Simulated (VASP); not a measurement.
# Nb (Im-3m) in VASP: further runs

The runs below take Nb through single point, with PBE.

All numbers are computed with VASP 6.6.1; they aren't measurements. Logs are shortened: lines on timing, memory, paths and dates and some standing lists are left out, and cuts for length are marked.

### 1 The cell of the first run

It takes space group Im-3m (No. 229, cubic). The conventional cell has a = 3.312 Å, b = 3.312 Å, c = 3.312 Å, α = 90.00°, β = 90.00°, γ = 90.00°. Within 3.8 Å of Nb (site symmetry m-3m) lie 14 Nb at 2.87 to 3.31 Å.

### 2 Single point, PBE

The input, INCAR:

```
PREC = Accurate
ENCUT = 520
EDIFF = 1E-6
ISMEAR = -1
SIGMA = 0.08
LREAL = F
LASPH = T
NELM = 80
ALGO = Normal
ISIF = 2
LWAVE = F
LCHARG = F
GGA = PE
NBANDS = 20
```

The input, KPOINTS:

```
Automatic mesh
0
Gamma
  13 13 8
```

The input, POSCAR:

```
Nb
1.0
   -1.6558069311      1.6558069311      1.6558069311
    1.6558069311     -1.6558069311      1.6558069311
    3.3116138622      3.3116138622      0.0000000000
Nb
2
Direct
    0.0000000000      0.0000000000      0.0000000000
    0.5000000000      0.5000000000      0.5000000000
```

Potentials or basis: VASP PAW PBE potentials, release 64 (Nb_sv).

The run is started by

```sh
cat potpaw_PBE.64/Nb_sv/POTCAR > POTCAR
mpirun -np 1 vasp_std > vasp.out
```

OUTCAR:

```text
PREC = Accurate
   ENCUT = 520
   EDIFF = 1E-6
   ISMEAR = -1
   LREAL = F
   LASPH = T
   NELM = 80
   ISIF = 2
   GGA = PE

 ion  position               nearest neighbor table
   1  0.000  0.000  0.000-   2 2.87   2 2.87   2 2.87   2 2.87
   2  0.500  0.500  0.500-   1 2.87   1 2.87   1 2.87   1 2.87

  LATTYP: Found a base centered orthorhombic cell.
 ALAT       =     3.3116138622
 B/A-ratio  =     1.4142135624
 C/A-ratio  =     1.4142135624

  Lattice vectors:

 A1 = (  -1.6558069311,   1.6558069311,   1.6558069311)
 A2 = (   1.6558069311,  -1.6558069311,   1.6558069311)
 A3 = (   3.3116138622,   3.3116138622,   0.0000000000)

Analysis of symmetry for initial positions (statically):
=====================================================================
 Subroutine PRICEL returns following result:

  LATTYP: Found a body centered cubic cell.
 ALAT       =     3.3116138622

  Lattice vectors:

 A1 = (  -1.6558069311,   1.6558069311,  -1.6558069311)
 A2 = (  -1.6558069311,  -1.6558069311,   1.6558069311)
 A3 = (   1.6558069311,   1.6558069311,   1.6558069311)

   2 primitive cells build up your supercell.

 Routine SETGRP: Setting up the symmetry group for a
 base centered orthorhombic supercell.

 Subroutine GETGRP returns: Found  8 space group operations
 (whereof  8 operations were pure point group operations)
 out of a pool of  8 trial point group operations.

The static configuration has the point symmetry D_2h.

Analysis of symmetry for dynamics (positions and initial velocities):
=====================================================================
 Subroutine PRICEL returns following result:

  LATTYP: Found a body centered cubic cell.
 ALAT       =     3.3116138622

  Lattice vectors:

 A1 = (  -1.6558069311,   1.6558069311,  -1.6558069311)
 A2 = (  -1.6558069311,  -1.6558069311,   1.6558069311)
 A3 = (   1.6558069311,   1.6558069311,   1.6558069311)

   2 primitive cells build up your supercell.

 Routine SETGRP: Setting up the symmetry group for a
 base centered orthorhombic supercell.

 Subroutine GETGRP returns: Found  8 space group operations
 (whereof  8 operations were pure point group operations)
 out of a pool of  8 trial point group operations.

The dynamic configuration has the point symmetry D_2h.

 Subroutine INISYM returns: Found  8 space group operations
 (whereof  8 operations are pure point group operations),
 and found     2 'primitive' translations

----------------------------------------------------------------------------------------

                                     Primitive cell

  volume of cell :      18.1589

  direct lattice vectors                    reciprocal lattice vectors
    -1.655806931  1.655806931 -1.655806931    -0.301967573  0.301967573  0.000000000
    -1.655806931 -1.655806931  1.655806931    -0.301967573  0.000000000  0.301967573
     1.655806931  1.655806931  1.655806931     0.000000000  0.301967573  0.301967573

  length of vectors
     2.867941732  2.867941732  2.867941732     0.427046637  0.427046637  0.427046637

  position of ions in fractional coordinates (direct lattice)
     0.000000000  0.000000000  0.000000000

  ion indices of the primitive-cell ions
   primitive index   ion index
                 1           1

----------------------------------------------------------------------------------------

 KPOINTS: Automatic mesh

Automatic generation of k-mesh.
 Grid dimensions read from file:
 generate k-points for:   13   13    8

 Generating k-lattice:

  Cartesian coordinates                     Fractional coordinates (reciprocal lattice)
    -0.011614137  0.011614137  0.023228275     0.076923077  0.000000000  0.000000000
     0.011614137 -0.011614137  0.023228275     0.000000000  0.076923077  0.000000000
     0.018872973  0.018872973  0.000000000     0.000000000  0.000000000  0.125000000

  Length of vectors
     0.028448710  0.028448710  0.026690415

  Shift w.r.t. Gamma in fractional coordinates (k-lattice)
     0.000000000  0.000000000  0.000000000

 Subroutine IBZKPT returns following result:
 ===========================================

 Found    245 irreducible k-points:

 Following reciprocal coordinates:
            Coordinates               Weight
  0.000000  0.000000  0.000000      1.000000
  0.076923  0.000000  0.000000      4.000000
  0.153846  0.000000  0.000000      4.000000
  0.230769  0.000000  0.000000      4.000000
  0.307692  0.000000  0.000000      4.000000
  0.384615  0.000000  0.000000      4.000000
[... 16 lines left out ...]
  0.384615  0.153846  0.000000      4.000000
  0.461538  0.153846  0.000000      4.000000
 [... further k-points ...]
   k-points           NKPTS =    245   k-points in BZ     NKDIM =    245   number of bands    NBANDS=     20
   number of dos      NEDOS =    301   number of ions     NIONS =      2
   total plane-waves  NPLWV =  20736
   dimension x,y,z NGX =    24 NGY =   24 NGZ =   36
   dimension x,y,z NGXF=    48 NGYF=   48 NGZF=   72
   ions per type =               2
   NGX,Y,Z   is equivalent  to a cutoff of  13.91, 13.91, 12.78 a.u.
   NGXF,Y,Z  is equivalent  to a cutoff of  27.82, 27.82, 25.56 a.u.
 SYSTEM =  unknown system
   PREC   = accura    normal or accurate (medium, high low for compatibility)
   ISTART =      0    job   : 0-new  1-cont  2-samecut
   ICHARG =      2    charge: 1-file 2-atom 10-const
   ISPIN  =      1    spin polarized calculation?
   LNONCOLLINEAR =      F non collinear calculations
   LSORBIT =      F    spin-orbit coupling
   LASPH  =      T    aspherical Exc in radial PAW
   ENCUT  =  520.0 eV  38.22 Ry    6.18 a.u.   5.33  5.33  8.71*2*pi/ulx,y,z
   NELM   =     80;   NELMIN=  2; NELMDL= -5     # of ELM steps
   EDIFF  = 0.1E-05   stopping-criterion for ELM
   LREAL  =      F    real-space projection
   EDIFFG = 0.1E-04   stopping-criterion for IOM
   NSW    =      0    number of steps for IOM
   IBRION =     -1    ionic relax: 0-MD 1-quasi-New 2-CG
   NFREE  =      0    steps in history (QN), initial steepest desc. (CG)
   ISIF   =      2    stress and relaxation
   ISYM   =      2    0-nonsym 1-usesym 2-fastsym
   POTIM  = 0.5000    time-step for ionic-motion
   TEBEG  =    0.0;   TEEND  =   0.0 temperature during run
   PSTRESS=    0.0 pullay stress
   NELECT =      26.0000    total number of electrons
   NUPDOWN=      -1.0000    fix difference up-down
   EMIN   =  10.00;   EMAX   =-10.00  energy-range for DOS
   EFERMI =   0.00;   METHOD = LEGACY
   ISMEAR =    -1;   SIGMA  =   0.08  broadening in eV -4-tet -1-fermi 0-gaus
   EFERMI_NEDOS =   21; number of points for ismear=-14 and -15
   IALGO  =     38    algorithm
   IMIX   =      4    mixing-type and parameters
     AMIX     =   0.40;   BMIX     =  1.00
     AMIX_MAG =   1.60;   BMIX_MAG =  1.00
  volume/ion in A,a.u.               =      18.16       122.54
  Fermi-wavevector in a.u.,A,eV,Ry     =   1.464512  2.767526 29.181711  2.144795
  Thomas-Fermi vector in A             =   2.580479
   LORBIT       =      0    0 simple, 1 ext, 2 COOP (PROOUT), +10 PAW based schemes
   GGA     = PE    functional components
   LHFCALC =     F    Hartree Fock is set to
   AEXX    =    0.0000 exact exchange contribution
   IVDW    =     0    specifies the selected vdW correction
   LEPSILON=     F    determine dielectric tensor
   LRPA    =     F    only Hartree local field effects (RPA)
 non-spin polarized calculation
  energy-cutoff  :      520.00
  volume of cell :       36.32
 maximum number of plane-waves:       992
 NGX is ok and might be reduce to    24
   NGX = 11   NGY = 11   NGZ = 17

 number of electron      26.0000001 magnetization

 Free energy of the ion-electron system (eV)
  ---------------------------------------------------
  ext. energy  EPLUGINS =         0.00000000
  ---------------------------------------------------
  free energy    TOTEN  =       -20.46661160 eV

  energy without entropy =      -20.40347534  energy(sigma->0) =      -20.43504347

 E-fermi :  11.0810     XC(G=0): -12.4573

 val. band max:       11.0800052120   @ k =   0.3846   0.3077   0.0000
 cond. band min:      11.0852967986   @ k =  -0.1538   0.0769   0.0000
 fundamental gap:      0.0052915866
 Fermi energy:        11.0810043753

 k-point     1 :       0.0000    0.0000    0.0000
  band No.  band energies     occupation
      1     -43.3065      2.00000
      2     -43.0689      2.00000
      3     -19.9430      2.00000
      4     -19.0383      2.00000
      5     -18.6352      2.00000
      6     -18.6229      2.00000
[... 12 lines left out ...]
     19      15.0225      0.00000
     20      17.3798      0.00000

 k-point     2 :       0.0769    0.0000    0.0000
  band No.  band energies     occupation
      1     -43.2965      2.00000
      2     -43.0655      2.00000
      3     -19.9184      2.00000
      4     -19.0623      2.00000
      5     -18.6844      2.00000
      6     -18.6656      2.00000
[... 12 lines left out ...]
     19      15.2826      0.00000
     20      17.7013      0.00000

 k-point     3 :       0.1538    0.0000    0.0000
  band No.  band energies     occupation
      1     -43.2680      2.00000
      2     -43.0568      2.00000
      3     -19.8470      2.00000
      4     -19.1475      2.00000
      5     -18.8558      2.00000
      6     -18.7279      2.00000
[... 12 lines left out ...]
     19      15.4092      0.00000
     20      18.6680      0.00000

 k-point     4 :       0.2308    0.0000    0.0000
  band No.  band energies     occupation
      1     -43.2256      2.00000
      2     -43.0464      2.00000
      3     -19.7349      2.00000
      4     -19.3022      2.00000
      5     -19.0933      2.00000
      6     -18.7729      2.00000
[... 429 lines left out ...]
 k-point    23 :       0.3846    0.1538    0.0000
  band No.  band energies     occupation
      1     -43.0626      2.00000
      2     -43.0583      2.00000
      3     -19.6077      2.00000
      4     -19.5760      2.00000
      5     -19.1873      2.00000
      6     -19.1520      2.00000
[... 12 lines left out ...]
     19      16.4293      0.00000
     20      20.5363      0.00000

 k-point    24 :       0.4615    0.1538    0.0000
  band No.  band energies     occupation
      1     -43.0763      2.00000
      2     -43.0259      2.00000
      3     -19.6726      2.00000
      4     -19.6713      2.00000
      5     -19.2924      2.00000
      6     -19.0254      2.00000
[... 12 lines left out ...]
     19      18.1074      0.00000
     20      19.1775      0.00000

 [... further k-points ...]

------------------------ aborting loop because EDIFF is reached ----------------------------------------

  FORCE on cell =-STRESS in cart. coord.  units (eV):
  Direction    XX          YY          ZZ          XY          YZ          ZX
  --------------------------------------------------------------------------------------
  -------------------------------------------------------------------------------------
  Total       -0.1386253     -0.1386253     -0.1292672      0.0820333      0.0000000      0.0000000
  in kB       -6.1155286     -6.1155286     -5.7026901      3.6189412      0.0000000      0.0000000
  external PRESSURE =      -5.9779158 kB  Pullay stress =       0.0000000 kB

 VOLUME and BASIS-vectors are now :
 -----------------------------------------------------------------------------
  energy-cutoff  :      520.00
  volume of cell :       36.32
      direct lattice vectors                 reciprocal lattice vectors
    -1.655806931  1.655806931  1.655806931    -0.150983786  0.150983786  0.301967573
     1.655806931 -1.655806931  1.655806931     0.150983786 -0.150983786  0.301967573
     3.311613862  3.311613862  0.000000000     0.150983786  0.150983786  0.000000000

 POSITION                                       TOTAL-FORCE (eV/Angst)
 -----------------------------------------------------------------------------------
      0.00000      0.00000      0.00000         0.000000      0.000000      0.000000
      1.65581      1.65581      1.65581        -0.000000     -0.000000     -0.000000
 -----------------------------------------------------------------------------------
    total drift:                               -0.000000     -0.000000      0.000000

  FREE ENERGIE OF THE ION-ELECTRON SYSTEM (eV)
  ---------------------------------------------------
  free  energy   TOTEN  =       -20.4666115980 eV

  energy  without entropy=      -20.4034753446  energy(sigma->0) =      -20.43504347
```

Run time: 59 s. Hardware: 1 thread of Intel Xeon Platinum 8559C (Emerald Rapids), shared host; peak memory 0.25 GiB.

Results:

- Free energy: -20.4666 eV
- Pressure: -0.6 GPa
- Band gap on the k mesh: zero (bands 13 and 14 overlap by 3.24 eV)

Levels at points of the mesh, in eV from the Fermi level:
```tsv
k point	band 10	band 11	band 12	band 13	band 14	band 15	band 16	band 17
(0.00, 0.00, 0.00)	-3.70	-1.65	0.36	0.36	0.36	2.23	3.24	3.24
(0.00, 0.00, 0.50)	-4.01	-0.77	-0.77	-0.11	-0.11	2.65	2.65	2.73
```

### 3 Single point, PBE

The input, INCAR:

```
SYSTEM = Nb
PREC = Accurate ; ENCUT = 520
EDIFF = 1E-6 ; ISMEAR = -1
SIGMA = 0.08 ; LREAL = .False.
LASPH = .True. ; NELM = 60
ALGO = Normal ; ISIF = 2
LWAVE = .False. ; LCHARG = .True.
GGA = PE ; LELF = .True.
LVHAR = .True. ; NBANDS = 20
```

The input, KPOINTS:

```
regular mesh
0
Gamma
  13 13 8
  0 0 0
```

POSCAR is that of step 2.

Potentials or basis: VASP PAW PBE potentials, release 64 (Nb_sv).

The run is started by

```sh
cat potpaw_PBE.64/Nb_sv/POTCAR > POTCAR
mpirun -np 1 vasp_std > vasp.out
```

OUTCAR:

```text
SYSTEM = Nb
   PREC = Accurate
   ENCUT = 520
   EDIFF = 1E-6
   ISMEAR = -1
   LREAL = .False.
   LASPH = .True.
   NELM = 60
   ISIF = 2
   GGA = PE

 ion  position               nearest neighbor table
   1  0.000  0.000  0.000-   2 2.87   2 2.87   2 2.87   2 2.87
   2  0.500  0.500  0.500-   1 2.87   1 2.87   1 2.87   1 2.87

  LATTYP: Found a base centered orthorhombic cell.
 ALAT       =     3.3116138622
 B/A-ratio  =     1.4142135624
 C/A-ratio  =     1.4142135624

[... 757 lines left out ...]
 [... further k-points ...]

------------------------ aborting loop because EDIFF is reached ----------------------------------------

  FORCE on cell =-STRESS in cart. coord.  units (eV):
  Direction    XX          YY          ZZ          XY          YZ          ZX
  --------------------------------------------------------------------------------------
  -------------------------------------------------------------------------------------
  Total       -0.1386253     -0.1386253     -0.1292672      0.0820333      0.0000000      0.0000000
  in kB       -6.1155286     -6.1155286     -5.7026901      3.6189412      0.0000000      0.0000000
  external PRESSURE =      -5.9779158 kB  Pullay stress =       0.0000000 kB

 VOLUME and BASIS-vectors are now :
 -----------------------------------------------------------------------------
  energy-cutoff  :      520.00
  volume of cell :       36.32
      direct lattice vectors                 reciprocal lattice vectors
    -1.655806931  1.655806931  1.655806931    -0.150983786  0.150983786  0.301967573
     1.655806931 -1.655806931  1.655806931     0.150983786 -0.150983786  0.301967573
     3.311613862  3.311613862  0.000000000     0.150983786  0.150983786  0.000000000

 POSITION                                       TOTAL-FORCE (eV/Angst)
 -----------------------------------------------------------------------------------
      0.00000      0.00000      0.00000         0.000000      0.000000      0.000000
      1.65581      1.65581      1.65581        -0.000000     -0.000000     -0.000000
 -----------------------------------------------------------------------------------
    total drift:                               -0.000000     -0.000000      0.000000

  FREE ENERGIE OF THE ION-ELECTRON SYSTEM (eV)
  ---------------------------------------------------
  free  energy   TOTEN  =       -20.4666115980 eV

  energy  without entropy=      -20.4034753446  energy(sigma->0) =      -20.43504347
```

OSZICAR:

```text
N       E                     dE             d eps       ncg     rms          rms(c)
DAV:   1     0.300236846074E+03    0.30024E+03   -0.14782E+04  9800   0.137E+03
DAV:   2    -0.986452310628E+00   -0.30122E+03   -0.29432E+03 10872   0.531E+02
DAV:   3    -0.205001262090E+02   -0.19514E+02   -0.18793E+02 18616   0.103E+02
DAV:   4    -0.212744287802E+02   -0.77430E+00   -0.76699E+00 12888   0.174E+01
DAV:   5    -0.213184938419E+02   -0.44065E-01   -0.44029E-01 16744   0.390E+00    0.993E+00
DAV:   6    -0.205385234684E+02    0.77997E+00   -0.14432E+00 13744   0.118E+01    0.339E+00
DAV:   7    -0.204543155146E+02    0.84208E-01   -0.57010E-01 17784   0.669E+00    0.148E+00
DAV:   8    -0.204666236221E+02   -0.12308E-01   -0.34280E-02 12660   0.189E+00    0.165E-01
DAV:   9    -0.204666311697E+02   -0.75477E-05   -0.43109E-03 16092   0.614E-01    0.439E-02
DAV:  10    -0.204666201688E+02    0.11001E-04   -0.12897E-04 14336   0.131E-01    0.170E-02
DAV:  11    -0.204666121149E+02    0.80539E-05   -0.76515E-06 14364   0.296E-02    0.414E-03
DAV:  12    -0.204666115980E+02    0.51686E-06   -0.45158E-07  6792   0.821E-03
   1 F= -.20466612E+02 E0= -.20435043E+02  d E =-.631363E-01
```

stdout:

```text
POSCAR found type information on POSCAR Nb
 POSCAR found :  1 types and       2 ions
 scaLAPACK will be used
 LDA part: xc-table for (Slater+PW92), standard interpolation
 POSCAR, INCAR and KPOINTS ok, starting setup
 FFT: planning ... GRIDC
 FFT: planning ... GRID_SOFT
 FFT: planning ... GRID
 WAVECAR not read
 entering main loop
```

Run time: 58 s. Hardware: 1 thread of Intel Xeon Platinum 8559C (Emerald Rapids), shared host; peak memory 0.26 GiB.

What came out:

| Property | Result |
| --- | --- |
| Free energy | -20.4666 eV |
| Pressure | -0.6 GPa |
| Band gap on the k mesh | zero (bands 13 and 14 overlap by 3.24 eV) |
